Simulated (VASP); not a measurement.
# Ti5Si2Te (I4/mcm) in VASP: single point with PBE

Aim: the single point of Ti5Si2Te with PBE.

All numbers are computed with VASP 6.6.1; they aren't measurements. Logs are shortened: lines on timing, memory, paths and dates and some standing lists are left out, and cuts for length are marked.

## Step 1: The cell of the first run

The structure is tetragonal, space group I4/mcm (No. 140). Conventional cell: a = 6.591 Å, b = 6.591 Å, c = 12.130 Å, α = 90.00°, β = 90.00°, γ = 90.00°. Within 3.5 Å of Ti (site symmetry m) lie 3 Si at 2.57 to 2.61 Å and 2 Te at 2.79 Å and 11 Ti at 3.01 to 3.49 Å. Ti (site symmetry 4/m) has 4 Si at 2.58 Å and 8 Ti at 3.01 Å and 2 Te at 3.03 Å within 3.4 Å. Within 3.2 Å of Si (site symmetry m2m) lie 1 Si at 2.45 Å and 8 Ti at 2.57 to 2.61 Å. Within 3.7 Å of Te (site symmetry 422) lie 10 Ti at 2.79 to 3.03 Å.

## Step 2: Single point, PBE

Contents of INCAR:

```
SYSTEM = Ti5Si2Te
ALGO = Fast
EDIFF = 1E-6
ENCUT = 520
GGA = PE
ISIF = 2
ISMEAR = 0
LASPH = .True.
LCHARG = .False.
LREAL = Auto
LWAVE = .False.
NBANDS = 88
NELM = 80
PREC = Accurate
SIGMA = 0.2
```

Contents of KPOINTS:

```
k-points
0
Gamma
  4 4 4
  0 0 0
```

Contents of POSCAR:

```
Ti5Si2Te
1.0
   -3.2955681714      3.2955681714      6.0650531557
    3.2955681714     -3.2955681714      6.0650531557
    3.2955681714      3.2955681714     -6.0650531557
Ti Si Te
10 4 2
Direct
    0.0212885279      0.1938750875      0.5000000000
    0.9787114721      0.8061249125      0.5000000000
    0.3061249125      0.4787114721      0.5000000000
    0.6938750875      0.5212885279      0.5000000000
    0.1938750875      0.6938750875      0.1725865595
    0.8061249125      0.3061249125      0.8274134405
    0.4787114721      0.9787114721      0.1725865595
    0.5212885279      0.0212885279      0.8274134405
    0.5000000000      0.5000000000      0.0000000000
    0.0000000000      0.0000000000      0.0000000000
    0.8683584480      0.3683584480      0.2367168961
    0.1316415520      0.6316415520      0.7632831039
    0.3683584480      0.1316415520      0.5000000000
    0.6316415520      0.8683584480      0.5000000000
    0.7500000000      0.7500000000      0.0000000000
    0.2500000000      0.2500000000      0.0000000000
```

Potentials or basis: VASP PAW PBE potentials, release 64 (Ti_sv, Si, Te).

Started as:

```
cat potpaw_PBE.64/Ti_sv/POTCAR potpaw_PBE.64/Si/POTCAR potpaw_PBE.64/Te/POTCAR > POTCAR
mpirun -np 1 vasp_std > vasp.out
```

OUTCAR:

```text
SYSTEM = Ti5Si2Te
   EDIFF = 1E-6
   ENCUT = 520
   GGA = PE
   ISIF = 2
   ISMEAR = 0
   LASPH = .True.
   LREAL = Auto
   NELM = 80
   PREC = Accurate

 ion  position               nearest neighbor table
   1  0.021  0.194  0.500-  13 2.57  11 2.61  12 2.61  16 2.79  15 2.79
   2  0.979  0.806  0.500-  14 2.57  12 2.61  11 2.61  15 2.79  16 2.79
   3  0.306  0.479  0.500-  13 2.57  12 2.61  11 2.61  16 2.79  15 2.79
   4  0.694  0.521  0.500-  14 2.57  11 2.61  12 2.61  15 2.79  16 2.79
   5  0.194  0.694  0.173-  12 2.57  13 2.61  14 2.61  15 2.79  16 2.79
   6  0.806  0.306  0.827-  11 2.57  13 2.61  14 2.61  15 2.79  16 2.79
   7  0.479  0.979  0.173-  12 2.57  13 2.61  14 2.61  15 2.79  16 2.79
   8  0.521  0.021  0.827-  11 2.57  13 2.61  14 2.61  15 2.79  16 2.79
   9  0.500  0.500  0.000-  14 2.58  13 2.58  11 2.58  12 2.58  16 3.03  15 3.03
  10  0.000  0.000  0.000-  13 2.58  14 2.58  11 2.58  12 2.58  16 3.03  15 3.03
  11  0.868  0.368  0.237-  12 2.45   6 2.57   8 2.57   9 2.58  10 2.58   1 2.61   4 2.61   3 2.61
                             2 2.61
  12  0.132  0.632  0.763-  11 2.45   5 2.57   7 2.57  10 2.58   9 2.58   3 2.61   2 2.61   4 2.61
                             1 2.61
  13  0.368  0.132  0.500-  14 2.45   3 2.57   1 2.57   9 2.58  10 2.58   6 2.61   5 2.61   8 2.61
                             7 2.61
  14  0.632  0.868  0.500-  13 2.45   4 2.57   2 2.57  10 2.58   9 2.58   6 2.61   5 2.61   8 2.61
                             7 2.61
  15  0.750  0.750  0.000-   7 2.79   8 2.79   2 2.79   4 2.79   3 2.79   1 2.79   5 2.79   6 2.79
                             9 3.03  10 3.03
  16  0.250  0.250  0.000-   7 2.79   8 2.79   3 2.79   1 2.79   4 2.79   2 2.79   5 2.79   6 2.79
                             9 3.03  10 3.03

  LATTYP: Found a body centered tetragonal cell.
 ALAT       =     6.5911363428
 C/A-ratio  =     1.8403664680

  Lattice vectors:

 A1 = (  -3.2955681714,   3.2955681714,   6.0650531557)
 A2 = (   3.2955681714,  -3.2955681714,   6.0650531557)
 A3 = (   3.2955681714,   3.2955681714,  -6.0650531557)

Analysis of symmetry for initial positions (statically):
=====================================================================
 Subroutine PRICEL returns:
 Original cell was already a primitive cell.

 Routine SETGRP: Setting up the symmetry group for a
 body centered tetragonal supercell.

 Subroutine GETGRP returns: Found 16 space group operations
 (whereof  8 operations were pure point group operations)
 out of a pool of 16 trial point group operations.

The static configuration has the point symmetry C_4h.
 The point group associated with its full space group is D_4h.

Analysis of symmetry for dynamics (positions and initial velocities):
=====================================================================
 Subroutine PRICEL returns:
 Original cell was already a primitive cell.

 Routine SETGRP: Setting up the symmetry group for a
 body centered tetragonal supercell.

 Subroutine GETGRP returns: Found 16 space group operations
 (whereof  8 operations were pure point group operations)
 out of a pool of 16 trial point group operations.

The dynamic configuration has the point symmetry C_4h.
 The point group associated with its full space group is D_4h.

 Subroutine INISYM returns: Found 16 space group operations
 (whereof  8 operations are pure point group operations),
 and found     1 'primitive' translations

----------------------------------------------------------------------------------------

                                     Primitive cell

  volume of cell :     263.4846

  direct lattice vectors                    reciprocal lattice vectors
    -3.295568171  3.295568171  6.065053156     0.000000000  0.151718907  0.082439508
     3.295568171 -3.295568171  6.065053156     0.151718907  0.000000000  0.082439508
     3.295568171  3.295568171 -6.065053156     0.151718907  0.151718907  0.000000000

  length of vectors
     7.648948224  7.648948224  7.648948224     0.172669914  0.172669914  0.214562936

  position of ions in fractional coordinates (direct lattice)
     0.021288528  0.193875087  0.500000000
     0.978711472  0.806124913  0.500000000
     0.306124913  0.478711472  0.500000000
     0.693875087  0.521288528  0.500000000
     0.193875087  0.693875087  0.172586559
     0.806124913  0.306124913  0.827413441
[... 8 lines left out ...]
     0.750000000  0.750000000  0.000000000
     0.250000000  0.250000000  0.000000000

  ion indices of the primitive-cell ions
   primitive index   ion index
                 1           1
                 2           2
                 3           3
                 4           4
                 5           5
                 6           6
[... 8 lines left out ...]
                15          15
                16          16

----------------------------------------------------------------------------------------

 KPOINTS: k-points

Automatic generation of k-mesh.
 Grid dimensions read from file:
 generate k-points for:    4    4    4

 Generating k-lattice:

  Cartesian coordinates                     Fractional coordinates (reciprocal lattice)
     0.000000000  0.037929727  0.020609877     0.250000000  0.000000000  0.000000000
     0.037929727  0.000000000  0.020609877     0.000000000  0.250000000  0.000000000
     0.037929727  0.037929727  0.000000000     0.000000000  0.000000000  0.250000000

  Length of vectors
     0.043167478  0.043167478  0.053640734

  Shift w.r.t. Gamma in fractional coordinates (k-lattice)
     0.000000000  0.000000000  0.000000000

 Subroutine IBZKPT returns following result:
 ===========================================

 Found     13 irreducible k-points:

 Following reciprocal coordinates:
            Coordinates               Weight
  0.000000  0.000000  0.000000      1.000000
  0.250000  0.000000  0.000000      8.000000
  0.500000  0.000000  0.000000      4.000000
  0.250000  0.250000  0.000000      8.000000
  0.500000  0.250000  0.000000     16.000000
 -0.250000  0.250000  0.000000      4.000000
  0.500000  0.500000  0.000000      2.000000
  0.250000  0.250000  0.250000      2.000000
 -0.250000  0.250000  0.250000      4.000000
  0.500000  0.500000  0.250000      4.000000
 -0.250000  0.500000  0.250000      8.000000
 -0.250000 -0.250000  0.250000      2.000000
  0.500000  0.500000  0.500000      1.000000
   k-points           NKPTS =     13   k-points in BZ     NKDIM =     13   number of bands    NBANDS=     88
   number of dos      NEDOS =    301   number of ions     NIONS =     16
   total plane-waves  NPLWV = 216000
   dimension x,y,z NGX =    60 NGY =   60 NGZ =   60
   dimension x,y,z NGXF=   120 NGYF=  120 NGZF=  120
   ions per type =              10   4   2
   NGX,Y,Z   is equivalent  to a cutoff of  13.04, 13.04, 13.04 a.u.
   NGXF,Y,Z  is equivalent  to a cutoff of  26.08, 26.08, 26.08 a.u.
 SYSTEM =  Ti5Si2Te
   PREC   = accura    normal or accurate (medium, high low for compatibility)
   ISTART =      0    job   : 0-new  1-cont  2-samecut
   ICHARG =      2    charge: 1-file 2-atom 10-const
   ISPIN  =      1    spin polarized calculation?
   LNONCOLLINEAR =      F non collinear calculations
   LSORBIT =      F    spin-orbit coupling
   LASPH  =      T    aspherical Exc in radial PAW
   ENCUT  =  520.0 eV  38.22 Ry    6.18 a.u.  14.22 14.22 14.22*2*pi/ulx,y,z
   NELM   =     80;   NELMIN=  2; NELMDL= -5     # of ELM steps
   EDIFF  = 0.1E-05   stopping-criterion for ELM
   LREAL  =      T    real-space projection
   EDIFFG = 0.1E-04   stopping-criterion for IOM
   NSW    =      0    number of steps for IOM
   IBRION =     -1    ionic relax: 0-MD 1-quasi-New 2-CG
   NFREE  =      0    steps in history (QN), initial steepest desc. (CG)
   ISIF   =      2    stress and relaxation
   ISYM   =      2    0-nonsym 1-usesym 2-fastsym
   POTIM  = 0.5000    time-step for ionic-motion
   TEBEG  =    0.0;   TEEND  =   0.0 temperature during run
   PSTRESS=    0.0 pullay stress
   NELECT =     148.0000    total number of electrons
   NUPDOWN=      -1.0000    fix difference up-down
   EMIN   =  10.00;   EMAX   =-10.00  energy-range for DOS
   EFERMI =   0.00;   METHOD = LEGACY
   ISMEAR =     0;   SIGMA  =   0.20  broadening in eV -4-tet -1-fermi 0-gaus
   EFERMI_NEDOS =   21; number of points for ismear=-14 and -15
   IALGO  =     68    algorithm
   IMIX   =      4    mixing-type and parameters
     AMIX     =   0.40;   BMIX     =  1.00
     AMIX_MAG =   1.60;   BMIX_MAG =  1.00
  volume/ion in A,a.u.               =      16.47       111.13
  Fermi-wavevector in a.u.,A,eV,Ry     =   1.350756  2.552559 24.824409  1.824543
  Thomas-Fermi vector in A             =   2.478234
   LORBIT       =      0    0 simple, 1 ext, 2 COOP (PROOUT), +10 PAW based schemes
   GGA     = PE    functional components
   LHFCALC =     F    Hartree Fock is set to
   AEXX    =    0.0000 exact exchange contribution
   IVDW    =     0    specifies the selected vdW correction
   LEPSILON=     F    determine dielectric tensor
   LRPA    =     F    only Hartree local field effects (RPA)
 non-spin polarized calculation
 RMM-DIIS sequential band-by-band and
 Gauss-broadening in eV      SIGMA  =   0.20
  energy-cutoff  :      520.00
  volume of cell :      263.48
 maximum number of plane-waves:      7126
 NGX is ok and might be reduce to    60
   NGX = 29   NGY = 29   NGZ = 29

 number of electron     148.0000000 magnetization

 Free energy of the ion-electron system (eV)
  ---------------------------------------------------
  ext. energy  EPLUGINS =         0.00000000
  ---------------------------------------------------
  free energy    TOTEN  =      -118.03051513 eV

  energy without entropy =     -117.80055410  energy(sigma->0) =     -117.91553461

 E-fermi :   9.5093     XC(G=0): -11.5595

 val. band max:        9.4799369489   @ k =   0.5000   0.0000   0.0000
 cond. band min:       9.5158594993   @ k =   0.5000   0.5000   0.5000
 fundamental gap:      0.0359225503
 Fermi energy:         9.5092680071

 k-point     1 :       0.0000    0.0000    0.0000
  band No.  band energies     occupation
      1     -47.1555      2.00000
      2     -47.1383      2.00000
      3     -47.1335      2.00000
      4     -47.1318      2.00000
      5     -47.1318      2.00000
      6     -47.1306      2.00000
[... 1146 lines left out ...]
     85      10.8894      0.00000
     86      10.9898      0.00000
 [bands above 86 left out]

------------------------ aborting loop because EDIFF is reached ----------------------------------------

  FORCE on cell =-STRESS in cart. coord.  units (eV):
  Direction    XX          YY          ZZ          XY          YZ          ZX
  --------------------------------------------------------------------------------------
  -------------------------------------------------------------------------------------
  Total        0.6977691      0.6977691     -0.2617025      0.0000000      0.0000000      0.0000000
  in kB        4.2429420      4.2429420     -1.5913407      0.0000000      0.0000000      0.0000000
  external PRESSURE =       2.2981811 kB  Pullay stress =       0.0000000 kB

 VOLUME and BASIS-vectors are now :
 -----------------------------------------------------------------------------
  energy-cutoff  :      520.00
  volume of cell :      263.48
      direct lattice vectors                 reciprocal lattice vectors
    -3.295568171  3.295568171  6.065053156     0.000000000  0.151718907  0.082439508
     3.295568171 -3.295568171  6.065053156     0.151718907  0.000000000  0.082439508
     3.295568171  3.295568171 -6.065053156     0.151718907  0.151718907  0.000000000

 POSITION                                       TOTAL-FORCE (eV/Angst)
 -----------------------------------------------------------------------------------
      2.21655      1.07901     -1.72755         0.015961     -0.015961      0.035877
      1.07901      2.21655      7.79260        -0.015961      0.015961     -0.035877
      2.21655      1.07901      1.72755         0.015961     -0.015961     -0.035877
      1.07901      2.21655      4.33751        -0.015961      0.015961      0.035877
      2.21655     -1.07901      4.33751         0.015961      0.015961      0.035877
      1.07901      4.37458      1.72755        -0.015961     -0.015961     -0.035877
[... 8 lines left out ...]
      0.00000      0.00000      9.09758         0.000000      0.000000     -0.000000
      0.00000      0.00000      3.03253         0.000000      0.000000     -0.000000
 -----------------------------------------------------------------------------------
    total drift:                               -0.000000     -0.000000      0.000000

  FREE ENERGIE OF THE ION-ELECTRON SYSTEM (eV)
  ---------------------------------------------------
  free  energy   TOTEN  =      -118.0305151323 eV

  energy  without entropy=     -117.8005540976  energy(sigma->0) =     -117.91553461
```

It took 51 min on 1 thread of AMD EPYC 7R13 (Zen 3), shared host; peak memory 0.58 GiB.

Results:

```yaml
Free_energy: -118.0305 eV
Pressure: 0.2 GPa
Largest_force: 0.053 eV/Å
Band_gap_on_the_k_mesh: zero (bands 74 and 75 overlap by 0.56 eV)
```

Forces in eV/Å, atoms in the order of the input:
```
Ti   0.016 -0.016  0.036
Ti  -0.016  0.016 -0.036
Ti   0.016 -0.016 -0.036
Ti  -0.016  0.016  0.036
Ti   0.016  0.016  0.036
Ti  -0.016 -0.016 -0.036
Ti   0.016  0.016 -0.036
Ti  -0.016 -0.016  0.036
Ti   0.000  0.000  0.000
Ti   0.000  0.000  0.000
Si  -0.037 -0.037  0.000
Si   0.037  0.037  0.000
Si   0.037 -0.037  0.000
Si  -0.037  0.037  0.000
Te   0.000  0.000  0.000
Te   0.000  0.000  0.000
```

Caveat: spin-orbit coupling is left out, which moves the levels of the heavy elements.

The gap in the log of VASP goes by the Fermi energy; the results here count the filled bands.